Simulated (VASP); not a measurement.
# CuSi16 (a cell with a defect) in VASP: single point with PBE

Aim: the single point of CuSi16 (a cell with a defect) with PBE.

Program: VASP 6.6.1. These are calculated values, not measurements. Logs are shortened: lines on timing, memory, paths and dates and some standing lists are left out, and cuts for length are marked.

## (1) The cell of the first run

The cell holds a defect, 17 atoms: a = 7.679 Å, b = 7.679 Å, c = 7.679 Å, α = 60.00°, β = 60.00°, γ = 60.00°.

## (2) Single point, PBE

The input, INCAR:

```
PREC     = Accurate       # precision mode
ENCUT    = 520            # plane-wave cutoff, eV
EDIFF    = 1E-6           # SCF threshold, eV
ISMEAR   = -1             # smearing method
SIGMA    = 0.02           # smearing width, eV
LREAL    = Auto         
LASPH    = T              # aspherical terms in the spheres
NELM     = 80             # most SCF steps
ALGO     = Normal         # electronic algorithm
ISIF     = 2              # what is computed and relaxed
LWAVE    = F              # write WAVECAR
LCHARG   = F              # write CHGCAR
GGA      = PE             # functional
NELECT   = 74.0         
NBANDS   = 52             # bands
```

The input, KPOINTS:

```
Automatic mesh
0
Gamma
  2 2 2
```

The input, POSCAR:

```
CuSi16
1.0
    0.0000000000      5.4300000000      5.4300000000
    5.4300000000      0.0000000000      5.4300000000
    5.4300000000      5.4300000000      0.0000000000
Si Cu
16 1
Direct
    0.0047052386      0.0053451919      0.0035724153
    0.1258274057      0.1365831765      0.1260105603
   -0.0052073270     -0.0002680507      0.4976764710
    0.1267948993      0.1286433019      0.6269094670
    0.0010380343      0.5081309376      0.0048349972
    0.1259493958      0.6323144850      0.1294670617
    0.0065077392      0.5044764580      0.5024444523
    0.1271120937      0.6279915017      0.6331005205
    0.4981401496      0.0030463996     -0.0079813625
    0.6279614080      0.1325889272      0.1200587960
    0.4945168099     -0.0159285260      0.4885228382
    0.6137807400      0.1125561955      0.6124500650
    0.4988689308      0.5075312978      0.0083090010
    0.6289794381      0.6306189092      0.1298140008
    0.4996569549      0.4910225205      0.5023915130
    0.6305699760      0.6151592329      0.6333575728
    0.7479948133      0.2259092414      0.7360238304
```

Potentials or basis: VASP PAW PBE potentials, release 64 (Si, Cu).

On the command line:

```sh
$ cat potpaw_PBE.64/Si/POTCAR potpaw_PBE.64/Cu/POTCAR > POTCAR
$ mpirun -np 1 vasp_std > vasp.out
```

OUTCAR:

```text
PREC = Accurate
   ENCUT = 520
   EDIFF = 1E-6
   ISMEAR = -1
   LREAL = Auto
   LASPH = T
   NELM = 80
   ISIF = 2
   GGA = PE
   NELECT = 74.0

 ion  position               nearest neighbor table
   1  0.005  0.005  0.004-   6 2.34   2 2.35   4 2.36  10 2.36  17 2.86
   2  0.126  0.137  0.126-   5 2.33   3 2.33   9 2.34   1 2.35
   3  0.995  1.000  0.498-   2 2.33   8 2.33  12 2.40   4 2.45  17 2.53
   4  0.127  0.129  0.627-  11 2.32   7 2.36   1 2.36  17 2.40   3 2.45
   5  0.001  0.508  0.005-   2 2.33   8 2.33  14 2.33   6 2.34
   6  0.126  0.632  0.129-  13 2.34   7 2.34   1 2.34   5 2.34
   7  0.007  0.504  0.502-   6 2.34   8 2.35   4 2.36  16 2.36  17 2.93
   8  0.127  0.628  0.633-   5 2.33   3 2.33  15 2.34   7 2.35
   9  0.498  0.003  0.992-   2 2.34  14 2.34  12 2.39  10 2.43  17 2.57
  10  0.628  0.133  0.120-  11 2.32  13 2.35   1 2.36  17 2.43   9 2.43
  11  0.495  0.984  0.489-   4 2.32  10 2.32  16 2.32  12 2.33
  12  0.614  0.113  0.612-  17 2.33  11 2.33  15 2.38   9 2.39   3 2.40
  13  0.499  0.508  0.008-   6 2.34  14 2.35  10 2.35  16 2.35
  14  0.629  0.631  0.130-   5 2.33   9 2.34  15 2.34  13 2.35
  15  0.500  0.491  0.502-   8 2.34  14 2.34  12 2.38  16 2.42  17 2.62
  16  0.631  0.615  0.633-  11 2.32  13 2.35   7 2.36  15 2.42  17 2.46
  17  0.748  0.226  0.736-  12 2.33   4 2.40  10 2.43  16 2.46   3 2.53   9 2.57  15 2.62   1 2.86
                             7 2.93

  LATTYP: Found a face centered cubic cell.
 ALAT       =    10.8600000000

  Lattice vectors:

 A1 = (   0.0000000000,   5.4300000000,   5.4300000000)
 A2 = (   5.4300000000,   0.0000000000,   5.4300000000)
 A3 = (   5.4300000000,   5.4300000000,   0.0000000000)

Analysis of symmetry for initial positions (statically):
=====================================================================
 Subroutine PRICEL returns:
 Original cell was already a primitive cell.

 Routine SETGRP: Setting up the symmetry group for a
 face centered cubic supercell.

 Subroutine GETGRP returns: Found  1 space group operations
 (whereof  1 operations were pure point group operations)
 out of a pool of 48 trial point group operations.

The static configuration has the point symmetry C_1 .

Analysis of symmetry for dynamics (positions and initial velocities):
=====================================================================
 Subroutine PRICEL returns:
 Original cell was already a primitive cell.

 Routine SETGRP: Setting up the symmetry group for a
 face centered cubic supercell.

 Subroutine GETGRP returns: Found  1 space group operations
 (whereof  1 operations were pure point group operations)
 out of a pool of 48 trial point group operations.

The dynamic configuration has the point symmetry C_1 .

 Subroutine INISYM returns: Found  1 space group operations
 (whereof  1 operations are pure point group operations),
 and found     1 'primitive' translations

----------------------------------------------------------------------------------------

                                     Primitive cell

  volume of cell :     320.2060

  direct lattice vectors                    reciprocal lattice vectors
     0.000000000  5.430000000  5.430000000    -0.092081031  0.092081031  0.092081031
     5.430000000  0.000000000  5.430000000     0.092081031 -0.092081031  0.092081031
     5.430000000  5.430000000  0.000000000     0.092081031  0.092081031 -0.092081031

  length of vectors
     7.679179644  7.679179644  7.679179644     0.159489025  0.159489025  0.159489025

  position of ions in fractional coordinates (direct lattice)
     0.004705239  0.005345192  0.003572415
     0.125827406  0.136583176  0.126010560
     0.994792673  0.999731949  0.497676471
     0.126794899  0.128643302  0.626909467
     0.001038034  0.508130938  0.004834997
     0.125949396  0.632314485  0.129467062
[... 9 lines left out ...]
     0.630569976  0.615159233  0.633357573
     0.747994813  0.225909241  0.736023830

  ion indices of the primitive-cell ions
   primitive index   ion index
                 1           1
                 2           2
                 3           3
                 4           4
                 5           5
                 6           6
[... 9 lines left out ...]
                16          16
                17          17

----------------------------------------------------------------------------------------

 KPOINTS: Automatic mesh

Automatic generation of k-mesh.
 Grid dimensions read from file:
 generate k-points for:    2    2    2

 Generating k-lattice:

  Cartesian coordinates                     Fractional coordinates (reciprocal lattice)
    -0.046040516  0.046040516  0.046040516     0.500000000  0.000000000  0.000000000
     0.046040516 -0.046040516  0.046040516     0.000000000  0.500000000  0.000000000
     0.046040516  0.046040516 -0.046040516     0.000000000  0.000000000  0.500000000

  Length of vectors
     0.079744512  0.079744512  0.079744512

  Shift w.r.t. Gamma in fractional coordinates (k-lattice)
     0.000000000  0.000000000  0.000000000

 Subroutine IBZKPT returns following result:
 ===========================================

 Found      8 irreducible k-points:

 Following reciprocal coordinates:
            Coordinates               Weight
  0.000000  0.000000  0.000000      1.000000
  0.500000  0.000000  0.000000      1.000000
  0.000000  0.500000  0.000000      1.000000
  0.000000  0.000000  0.500000      1.000000
  0.500000  0.500000  0.500000      1.000000
  0.500000  0.500000  0.000000      1.000000
  0.000000  0.500000  0.500000      1.000000
  0.500000  0.000000  0.500000      1.000000
   k-points           NKPTS =      8   k-points in BZ     NKDIM =      8   number of bands    NBANDS=     52
   number of dos      NEDOS =    301   number of ions     NIONS =     17
   total plane-waves  NPLWV = 216000
   dimension x,y,z NGX =    60 NGY =   60 NGZ =   60
   dimension x,y,z NGXF=   120 NGYF=  120 NGZF=  120
   ions per type =              16   1
   NGX,Y,Z   is equivalent  to a cutoff of  12.99, 12.99, 12.99 a.u.
   NGXF,Y,Z  is equivalent  to a cutoff of  25.98, 25.98, 25.98 a.u.
 SYSTEM =  unknown system
   PREC   = accura    normal or accurate (medium, high low for compatibility)
   ISTART =      0    job   : 0-new  1-cont  2-samecut
   ICHARG =      2    charge: 1-file 2-atom 10-const
   ISPIN  =      1    spin polarized calculation?
   LNONCOLLINEAR =      F non collinear calculations
   LSORBIT =      F    spin-orbit coupling
   LASPH  =      T    aspherical Exc in radial PAW
   ENCUT  =  520.0 eV  38.22 Ry    6.18 a.u.  14.28 14.28 14.28*2*pi/ulx,y,z
   NELM   =     80;   NELMIN=  2; NELMDL= -5     # of ELM steps
   EDIFF  = 0.1E-05   stopping-criterion for ELM
   LREAL  =      T    real-space projection
   EDIFFG = 0.1E-04   stopping-criterion for IOM
   NSW    =      0    number of steps for IOM
   IBRION =     -1    ionic relax: 0-MD 1-quasi-New 2-CG
   NFREE  =      0    steps in history (QN), initial steepest desc. (CG)
   ISIF   =      2    stress and relaxation
   ISYM   =      2    0-nonsym 1-usesym 2-fastsym
   POTIM  = 0.5000    time-step for ionic-motion
   TEBEG  =    0.0;   TEEND  =   0.0 temperature during run
   PSTRESS=    0.0 pullay stress
   NELECT =      74.0000    total number of electrons
   NUPDOWN=      -1.0000    fix difference up-down
   EMIN   =  10.00;   EMAX   =-10.00  energy-range for DOS
   EFERMI =   0.00;   METHOD = LEGACY
   ISMEAR =    -1;   SIGMA  =   0.02  broadening in eV -4-tet -1-fermi 0-gaus
   EFERMI_NEDOS =   21; number of points for ismear=-14 and -15
   IALGO  =     38    algorithm
   IMIX   =      4    mixing-type and parameters
     AMIX     =   0.40;   BMIX     =  1.00
     AMIX_MAG =   1.60;   BMIX_MAG =  1.00
  volume/ion in A,a.u.               =      18.84       127.11
  Fermi-wavevector in a.u.,A,eV,Ry     =   1.004636  1.898488 13.732283  1.009294
  Thomas-Fermi vector in A             =   2.137265
   LORBIT       =      0    0 simple, 1 ext, 2 COOP (PROOUT), +10 PAW based schemes
   GGA     = PE    functional components
   LHFCALC =     F    Hartree Fock is set to
   AEXX    =    0.0000 exact exchange contribution
   IVDW    =     0    specifies the selected vdW correction
   LEPSILON=     F    determine dielectric tensor
   LRPA    =     F    only Hartree local field effects (RPA)
 non-spin polarized calculation
  energy-cutoff  :      520.00
  volume of cell :      320.21
 maximum number of plane-waves:      8646
 NGX is ok and might be reduce to    60
   NGX = 29   NGY = 29   NGZ = 29

 number of electron      74.0000000 magnetization

 Free energy of the ion-electron system (eV)
  ---------------------------------------------------
  ext. energy  EPLUGINS =         0.00000000
  ---------------------------------------------------
  free energy    TOTEN  =       -94.21840694 eV

  energy without entropy =      -94.21838325  energy(sigma->0) =      -94.21839510

 E-fermi :   6.3832     XC(G=0):  -9.6081

 val. band max:        6.2142089122   @ k =   0.0000   0.0000   0.0000
 cond. band min:       6.5490748892   @ k =   0.0000   0.0000   0.0000
 fundamental gap:      0.3348659770
 Fermi energy:         6.3831525711

 k-point     1 :       0.0000    0.0000    0.0000
  band No.  band energies     occupation
      1      -5.8948      2.00000
      2      -3.5461      2.00000
      3      -3.5082      2.00000
      4      -3.4735      2.00000
      5      -3.4706      2.00000
      6      -2.0430      2.00000
[... 41 lines left out ...]
     48       8.4557      0.00000
     49       8.7320      0.00000

 k-point     2 :       0.5000    0.0000    0.0000
  band No.  band energies     occupation
      1      -5.2200      2.00000
      2      -4.9405      2.00000
      3      -3.2988      2.00000
      4      -3.2663      2.00000
      5      -3.1642      2.00000
      6      -3.0363      2.00000
[... 41 lines left out ...]
     48       9.7814      0.00000
     49       9.9461      0.00000

 k-point     3 :       0.0000    0.5000    0.0000
  band No.  band energies     occupation
      1      -5.2323      2.00000
      2      -4.9262      2.00000
      3      -3.2930      2.00000
      4      -3.2604      2.00000
      5      -3.1709      2.00000
      6      -3.0447      2.00000
[... 41 lines left out ...]
     48       9.7975      0.00000
     49       9.9130      0.00000

 k-point     4 :       0.0000    0.0000    0.5000
  band No.  band energies     occupation
      1      -5.2259      2.00000
      2      -4.9336      2.00000
      3      -3.2973      2.00000
      4      -3.2635      2.00000
      5      -3.1656      2.00000
      6      -3.0418      2.00000
[... 41 lines left out ...]
     48       9.7953      0.00000
     49       9.9332      0.00000

 k-point     5 :       0.5000    0.5000    0.5000
  band No.  band energies     occupation
      1      -5.1878      2.00000
      2      -4.9850      2.00000
      3      -3.3312      2.00000
      4      -3.1874      2.00000
      5      -3.1750      2.00000
      6      -3.0347      2.00000
[... 41 lines left out ...]
     48       9.7547      0.00000
     49       9.8002      0.00000

 k-point     6 :       0.5000    0.5000    0.0000
  band No.  band energies     occupation
      1      -4.9313      2.00000
      2      -4.7236      2.00000
      3      -3.8686      2.00000
      4      -3.7781      2.00000
      5      -3.7478      2.00000
      6      -3.7375      2.00000
[... 41 lines left out ...]
     48      10.5032      0.00000
     49      10.5100      0.00000

 k-point     7 :       0.0000    0.5000    0.5000
  band No.  band energies     occupation
      1      -4.9334      2.00000
      2      -4.7208      2.00000
      3      -3.8684      2.00000
      4      -3.7782      2.00000
      5      -3.7469      2.00000
      6      -3.7400      2.00000
[... 41 lines left out ...]
     48      10.4962      0.00000
     49      10.5162      0.00000

 k-point     8 :       0.5000    0.0000    0.5000
  band No.  band energies     occupation
      1      -4.9297      2.00000
      2      -4.7257      2.00000
      3      -3.8689      2.00000
      4      -3.7762      2.00000
      5      -3.7499      2.00000
      6      -3.7360      2.00000
[... 41 lines left out ...]
     48      10.4983      0.00000
     49      10.5164      0.00000
 [bands above 49 left out]

------------------------ aborting loop because EDIFF is reached ----------------------------------------

  FORCE on cell =-STRESS in cart. coord.  units (eV):
  Direction    XX          YY          ZZ          XY          YZ          ZX
  --------------------------------------------------------------------------------------
  -------------------------------------------------------------------------------------
  Total       -1.5679739     -1.9507634     -1.7912164      0.0812228      0.2765863     -0.0314263
  in kB       -7.8454873     -9.7608062     -8.9624997      0.4064051      1.3839227     -0.1572439
  external PRESSURE =      -8.8562644 kB  Pullay stress =       0.0000000 kB

 VOLUME and BASIS-vectors are now :
 -----------------------------------------------------------------------------
  energy-cutoff  :      520.00
  volume of cell :      320.21
      direct lattice vectors                 reciprocal lattice vectors
     0.000000000  5.430000000  5.430000000    -0.092081031  0.092081031  0.092081031
     5.430000000  0.000000000  5.430000000     0.092081031 -0.092081031  0.092081031
     5.430000000  5.430000000  0.000000000     0.092081031  0.092081031 -0.092081031

 POSITION                                       TOTAL-FORCE (eV/Angst)
 -----------------------------------------------------------------------------------
      0.04842      0.04495      0.05457        -0.000575      0.013103      0.015112
      1.42588      1.36748      1.42489        -0.029614     -0.011323     -0.007887
      8.13093      8.10411     10.83027         0.047617      0.018128      0.016711
      4.10265      4.09261      1.38703        -0.014245     -0.014614     -0.015527
      2.78541      0.03189      2.76479         0.026178      0.006910      0.012006
      4.13647      1.38691      4.11737        -0.009602     -0.002692     -0.009022
[... 9 lines left out ...]
      6.77945      6.86313      6.76431         0.006495     -0.003217      0.010846
      5.22330      8.05822      5.28830         0.038026     -0.012645     -0.006275
 -----------------------------------------------------------------------------------
    total drift:                               -0.003757      0.003807      0.002878

  FREE ENERGIE OF THE ION-ELECTRON SYSTEM (eV)
  ---------------------------------------------------
  free  energy   TOTEN  =       -94.2184069447 eV

  energy  without entropy=      -94.2183832523  energy(sigma->0) =      -94.21839510
```

Wall time 3.8 min (1 thread of Intel Xeon 6975P-C (Granite Rapids), shared host); peak memory 0.48 GiB.

Results:

- Free energy: -94.2184 eV
- Largest force: 0.054 eV/Å

Forces in eV/Å, atoms in the order of the input:
```
Si  -0.001  0.013  0.015
Si  -0.030 -0.011 -0.008
Si   0.048  0.018  0.017
Si  -0.014 -0.015 -0.016
Si   0.026  0.007  0.012
Si  -0.010 -0.003 -0.009
Si  -0.001  0.013  0.016
Si  -0.033 -0.005 -0.010
Si  -0.007  0.013 -0.007
Si   0.010  0.014 -0.005
Si   0.002  0.017  0.017
Si  -0.024 -0.029 -0.025
Si   0.005 -0.001 -0.001
Si  -0.014 -0.011 -0.015
Si  -0.003 -0.005  0.014
Si   0.006 -0.003  0.011
Cu   0.038 -0.013 -0.006
```

Caveat: the k points lie up to 0.50 Å⁻¹ apart; the cell carries a net charge on a neutralising background, which shifts energy and pressure; the cell is charged against a uniform background, so pressure and absolute levels hang on convention.
